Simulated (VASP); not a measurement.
SrCl2:

```
Sr Cl
1.0
     0.00000    3.48835    3.48835
     3.48835    0.00000    3.48835
     3.48835    3.48835    0.00000
Sr Cl
1 2
Direct
  0.00000 0.00000 0.00000
  0.75000 0.75000 0.75000
  0.25000 0.25000 0.25000
```

- Program: VASP 6.6.1
- Task: relaxation of cell and atoms
- Functional: PBEsol
- Potentials or basis: VASP PAW PBE potentials, release 64 (Sr_sv, Cl)
- Cutoff: 600 eV
- k mesh: 7 × 7 × 7
- Occupations: fermi-dirac, width 0.05 eV
- Spin: no spin polarisation

At the start: pressure -0.9 GPa; volume 28.30 Å³/atom.

Q: How do energy, volume and symmetry change on relaxing?

A: Over 3 steps the energy falls by 2.0 meV/atom and the volume is 27.60 Å³/atom (-2.5 %); space group Fm-3m (No. 225, to 0.1 Å) before and after.

Step by step:
```
step  energy change (eV)  largest force (eV/Å)  pressure (GPa)  volume (Å³)
   1              0.0000                0.0000           -0.91        84.90
   2             -0.0060                0.0000           -0.07        82.95
   3             -0.0060                0.0000            0.00        82.80
```

Final structure:
```
Sr Cl
1.0
     0.00000    3.45933    3.45933
     3.45933    0.00000    3.45933
     3.45933    3.45933    0.00000
Sr Cl
1 2
Direct
  0.00000 0.00000 0.00000
  0.75000 0.75000 0.75000
  0.25000 0.25000 0.25000
```

Caveat: the PAW data sets were made with another functional, which shifts forces and pressure a little.
